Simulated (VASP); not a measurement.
# Mg9O8 (a cell with a defect) in VASP: single point with PBE+D3(BJ)

Aim: the single point of Mg9O8 (a cell with a defect) with PBE+D3(BJ).

Program: VASP 6.6.1. These are calculated values, not measurements. Logs are shortened: lines on timing, memory, paths and dates and some standing lists are left out, and cuts for length are marked.

### 1 The cell of the first run

The cell holds a defect, 17 atoms: a = 5.957 Å, b = 5.957 Å, c = 5.957 Å, α = 60.00°, β = 60.00°, γ = 60.00°.

### 2 Single point, PBE+D3(BJ)

INCAR reads:

```
SYSTEM = Mg9O8
  PREC = Accurate
  ENCUT = 520
  EDIFF = 1E-6
  ISMEAR = 0
  SIGMA = 0.02
  LREAL = Auto
  LASPH = .TRUE.
  NELM = 100
  ALGO = Normal
  ISIF = 2
  LWAVE = .FALSE.
  LCHARG = .FALSE.
  GGA = PE
  IVDW = 12
  NBANDS = 47
```

KPOINTS reads:

```
regular mesh
0
G
  2 2 2
  0 0 0
```

POSCAR reads:

```
Mg9O8
1.0
    0.0000000000      4.2120000000      4.2120000000
    4.2120000000      0.0000000000      4.2120000000
    4.2120000000      4.2120000000      0.0000000000
Mg O
9 8
Direct
   -0.0009724420      0.0016500582      0.0039354145
    0.0219700177     -0.0633225505      0.5208470134
    0.0293278252      0.5301855534     -0.0876860641
    0.0206290009      0.5171349344      0.5164793832
    0.4967164461      0.0016411379      0.0039036306
    0.4972923873     -0.0051121757      0.5118552171
    0.4991747003      0.5008643623      0.0020797496
    0.4470714117      0.5170330917      0.5165050201
    0.8904246876      0.3743823091      0.3460965397
    0.2696570018      0.2421420685      0.2628923959
    0.2581419919      0.2300216332      0.7549982116
    0.2576025971      0.7552530298      0.2308458218
    0.2588769303      0.7566628051      0.7582046418
    0.7265829775      0.2422594402      0.2628398902
    0.7525557690      0.2558585411      0.7403502647
    0.7407268523      0.7570980602      0.2627503159
    0.7275329453      0.7567653011      0.7581501541
```

Potentials or basis: VASP PAW PBE potentials, release 64 (Mg, O).

On the command line:

```bash
> cat potpaw_PBE.64/Mg/POTCAR potpaw_PBE.64/O/POTCAR > POTCAR
> mpirun -np 1 vasp_std > vasp.out
```

OUTCAR:

```text
SYSTEM = Mg9O8
   PREC = Accurate
   ENCUT = 520
   EDIFF = 1E-6
   ISMEAR = 0
   LREAL = Auto
   LASPH = .TRUE.
   NELM = 100
   ISIF = 2
   GGA = PE
   IVDW = 12
 IVDW          = 12

 ion  position               nearest neighbor table
   1  0.999  0.002  0.004-  12 2.05  11 2.06  13 2.07  14 2.11  16 2.12  15 2.15   6 2.95   5 2.96
                             2 2.97   7 2.98   4 2.98   7 2.98   5 2.99   4 3.00   3 3.00   6 3.01
   2  0.022  0.937  0.521-  12 2.01  13 2.03  17 2.03   9 2.13  15 2.29  10 2.34  14 2.34   3 2.38
                             8 2.52   4 2.52   5 2.97   1 2.97   6 2.99   6 2.99   1 3.02   5 3.02
   3  0.029  0.530  0.912-  17 1.97  13 1.97  11 1.97   9 2.11   2 2.38   4 2.42   8 2.42  16 2.46
                            14 2.51  10 2.51   1 3.00   5 3.00   7 3.01   7 3.01   5 3.02   1 3.02
   4  0.021  0.517  0.516-  12 2.02  11 2.03  17 2.05   9 2.16  10 2.23  15 2.24  16 2.25   3 2.42
                             2 2.52   8 2.54   7 2.97   1 2.98   6 2.99   6 2.99   1 3.00   7 3.01
   5  0.497  0.002  0.004-  12 2.05  11 2.06  17 2.07  10 2.11  16 2.12  15 2.15   6 2.95   1 2.96
                             2 2.97   7 2.98   8 2.98   7 2.98   1 2.99   8 3.00   3 3.00   6 3.01
   6  0.497  0.995  0.512-  17 2.01  13 2.01  10 2.01  14 2.01  11 2.01  16 2.05   7 2.93   5 2.95
                             1 2.95   8 2.99   4 2.99   2 2.99   4 2.99   2 2.99   8 2.99   1 3.01
   7  0.499  0.501  0.002-  12 2.04  13 2.04  17 2.04  14 2.06  10 2.06  15 2.13   6 2.93   8 2.97
                             4 2.97   1 2.98   5 2.98   5 2.98   1 2.98   3 3.01   4 3.01   8 3.01
   8  0.447  0.517  0.517-  12 2.02  11 2.03  13 2.05   9 2.16  14 2.23  15 2.24  16 2.26   3 2.42
                             2 2.52   4 2.54   7 2.97   5 2.98   6 2.99   6 2.99   5 3.00   7 3.01
   9  0.890  0.374  0.346-  14 1.86  10 1.86  16 1.88  15 1.92   3 2.11   2 2.13   4 2.16   8 2.16
                             1 3.36   5 3.36   7 3.42   7 3.42   1 3.47   5 3.47   6 3.51   6 3.51
  10  0.270  0.242  0.263-   9 1.86   6 2.01   7 2.06   5 2.11   4 2.23   2 2.34   3 2.51
  11  0.258  0.230  0.755-   3 1.97   6 2.01   8 2.03   4 2.03   5 2.06   1 2.06
  12  0.258  0.755  0.231-   2 2.01   4 2.02   8 2.02   7 2.04   1 2.05   5 2.05
  13  0.259  0.757  0.758-   3 1.97   6 2.01   2 2.03   7 2.04   8 2.05   1 2.07
  14  0.727  0.242  0.263-   9 1.86   6 2.01   7 2.06   1 2.11   8 2.23   2 2.34   3 2.51
  15  0.753  0.256  0.740-   9 1.92   7 2.13   5 2.15   1 2.15   8 2.24   4 2.24   2 2.29
  16  0.741  0.757  0.263-   9 1.88   6 2.05   1 2.12   5 2.12   4 2.25   8 2.26   3 2.46
  17  0.728  0.757  0.758-   3 1.97   6 2.01   2 2.03   7 2.04   4 2.05   5 2.07

  LATTYP: Found a face centered cubic cell.
 ALAT       =     8.4240000000

  Lattice vectors:

 A1 = (   0.0000000000,   4.2120000000,   4.2120000000)
 A2 = (   4.2120000000,   0.0000000000,   4.2120000000)
 A3 = (   4.2120000000,   4.2120000000,   0.0000000000)

Analysis of symmetry for initial positions (statically):
=====================================================================
 Subroutine PRICEL returns:
 Original cell was already a primitive cell.

 Routine SETGRP: Setting up the symmetry group for a
 face centered cubic supercell.

 Subroutine GETGRP returns: Found  1 space group operations
[... 151 lines left out ...]
  volume/ion in A,a.u.               =       8.79        59.33
  Fermi-wavevector in a.u.,A,eV,Ry     =   1.246688  2.355899 21.146596  1.554231
  Thomas-Fermi vector in A             =   2.380854
   LORBIT       =      0    0 simple, 1 ext, 2 COOP (PROOUT), +10 PAW based schemes
   GGA     = PE    functional components
   LHFCALC =     F    Hartree Fock is set to
   AEXX    =    0.0000 exact exchange contribution
   IVDW    =    12    specifies the selected vdW correction
   LEPSILON=     F    determine dielectric tensor
   LRPA    =     F    only Hartree local field effects (RPA)
 non-spin polarized calculation
 Gauss-broadening in eV      SIGMA  =   0.02
  energy-cutoff  :      520.00
  volume of cell :      149.45
 maximum number of plane-waves:      4044
 NGX is ok and might be reduce to    48
   NGX = 23   NGY = 23   NGZ = 23

 number of electron      66.0000000 magnetization

 Free energy of the ion-electron system (eV)
  ---------------------------------------------------
  ext. energy  EPLUGINS =         0.00000000
  ---------------------------------------------------
  free energy    TOTEN  =       -81.77992401 eV

  energy without entropy =      -81.77992382  energy(sigma->0) =      -81.77992392

 E-fermi :  10.2656     XC(G=0): -11.4390

 val. band max:       10.2035127690   @ k =   0.0000   0.0000   0.0000
 cond. band min:      10.3295889532   @ k =   0.5000   0.5000   0.5000
 fundamental gap:      0.1260761842
 Fermi energy:        10.2655936563

 k-point     1 :       0.0000    0.0000    0.0000
  band No.  band energies     occupation
      1     -13.7256      2.00000
      2     -12.5090      2.00000
      3     -12.4350      2.00000
      4     -12.3849      2.00000
      5     -12.3453      2.00000
      6     -12.1695      2.00000
[... 373 lines left out ...]
     44      14.8453      0.00000
     45      15.0882      0.00000
 [bands above 45 left out]

------------------------ aborting loop because EDIFF is reached ----------------------------------------

 Edisp (eV)   -5.65999

 E8    (eV) :    -2.2461

  FORCE on cell =-STRESS in cart. coord.  units (eV):
  Direction    XX          YY          ZZ          XY          YZ          ZX
  --------------------------------------------------------------------------------------
  -------------------------------------------------------------------------------------
  Total      32.31318    34.62652    34.59864     0.97335    -0.75788    -0.97133
  in kB     346.41382   371.21399   370.91516    10.43486    -8.12482   -10.41315
  external pressure =      362.85 kB  Pullay stress =        0.00 kB

 VOLUME and BASIS-vectors are now :
 -----------------------------------------------------------------------------
  energy-cutoff  :      520.00
  volume of cell :      149.45
      direct lattice vectors                 reciprocal lattice vectors
     0.000000000  4.212000000  4.212000000    -0.118708452  0.118708452  0.118708452
     4.212000000  0.000000000  4.212000000     0.118708452 -0.118708452  0.118708452
     4.212000000  4.212000000  0.000000000     0.118708452  0.118708452 -0.118708452

 POSITION                                       TOTAL-FORCE (eV/Angst)
 -----------------------------------------------------------------------------------
      0.02353      4.22448      4.21485        -0.006011      0.011842      0.004286
      6.13909      2.28635      4.03782        -0.006479     -0.000052     -0.000794
      6.07581      3.96620      2.35667         0.007223      0.005634     -0.002166
      4.35358      2.26230      2.26506         0.000014      0.001339      0.008940
      0.02335      2.10861      2.09908        -0.003889     -0.004344     -0.011046
      6.34640      4.25053      6.28506         0.006681      0.006165     -0.007031
[... 9 lines left out ...]
      4.29560      4.22665      6.30884         0.028657     -0.018908      0.017775
      6.38082      6.25770      6.25186        -0.011776      0.005349      0.004871
 -----------------------------------------------------------------------------------
    total drift:                               -0.000335     -0.005772      0.008025

  FREE ENERGIE OF THE ION-ELECTRON SYSTEM (eV)
  ---------------------------------------------------
  free  energy   TOTEN  =       -87.4399110506 eV

  energy  without entropy=      -87.4399108633  energy(sigma->0) =      -87.43991096
```

OSZICAR:

```text
N       E                     dE             d eps       ncg     rms          rms(c)
DAV:   1     0.344170330120E+03    0.34417E+03   -0.33232E+04   784   0.129E+03
DAV:   2    -0.722839456954E+02   -0.41645E+03   -0.40613E+03   966   0.278E+02
DAV:   3    -0.953806607320E+02   -0.23097E+02   -0.22814E+02   936   0.663E+01
DAV:   4    -0.955708633030E+02   -0.19020E+00   -0.18871E+00   896   0.637E+00
DAV:   5    -0.955725522229E+02   -0.16889E-02   -0.16880E-02   893   0.538E-01    0.213E+01
DAV:   6    -0.820889188006E+02    0.13484E+02   -0.52650E+01   893   0.330E+01    0.611E+00
DAV:   7    -0.819188485588E+02    0.17007E+00   -0.12010E+00   843   0.528E+00    0.381E+00
DAV:   8    -0.817886550270E+02    0.13019E+00   -0.28991E-01   921   0.358E+00    0.667E-01
DAV:   9    -0.817791759586E+02    0.94791E-02   -0.33980E-02   968   0.110E+00    0.238E-01
DAV:  10    -0.817798510280E+02   -0.67507E-03   -0.10368E-02   880   0.482E-01    0.129E-01
DAV:  11    -0.817798602953E+02   -0.92673E-05   -0.10638E-03   976   0.240E-01    0.604E-02
DAV:  12    -0.817799199169E+02   -0.59622E-04   -0.24603E-04   857   0.933E-02    0.205E-02
DAV:  13    -0.817799236673E+02   -0.37504E-05   -0.53530E-05   904   0.393E-02    0.932E-03
DAV:  14    -0.817799240100E+02   -0.34268E-06   -0.51955E-06   905   0.140E-02
   1 F= -.87439911E+02 E0= -.87439911E+02  d E =-.187331E-06
```

It took 2.2 min on 1 thread of Intel Xeon Platinum 8259CL at 2.50GHz (Skylake/Cascade Lake), shared host; peak memory 0.33 GiB.

What came out:

```
Free energy                : -87.4399 eV
Pressure                   : 36.3 GPa
Largest force              : 0.039 eV/Å
Band gap on the k mesh     : zero (bands 33 and 34 overlap by 0.40 eV)
Dispersion energy per atom : -0.333 eV
```

Forces on the atoms (eV/Å):
```
Mg  -0.006  0.012  0.004
Mg  -0.006  0.000 -0.001
Mg   0.007  0.006 -0.002
Mg   0.000  0.001  0.009
Mg  -0.004 -0.004 -0.011
Mg   0.007  0.006 -0.007
Mg   0.010 -0.007  0.004
Mg   0.002 -0.009 -0.003
Mg  -0.011  0.000  0.002
O   -0.017  0.022  0.020
O    0.004 -0.010  0.007
O    0.007  0.011 -0.010
O   -0.011 -0.005 -0.002
O   -0.019 -0.020 -0.023
O    0.021  0.012 -0.009
O    0.029 -0.019  0.018
O   -0.012  0.005  0.005
```

Stress tensor (GPa, compression positive):
```
34.64  1.04 -1.04
 1.04 37.12 -0.81
-1.04 -0.81 37.09
```

Caveat: the k points lie up to 0.65 Å⁻¹ apart.
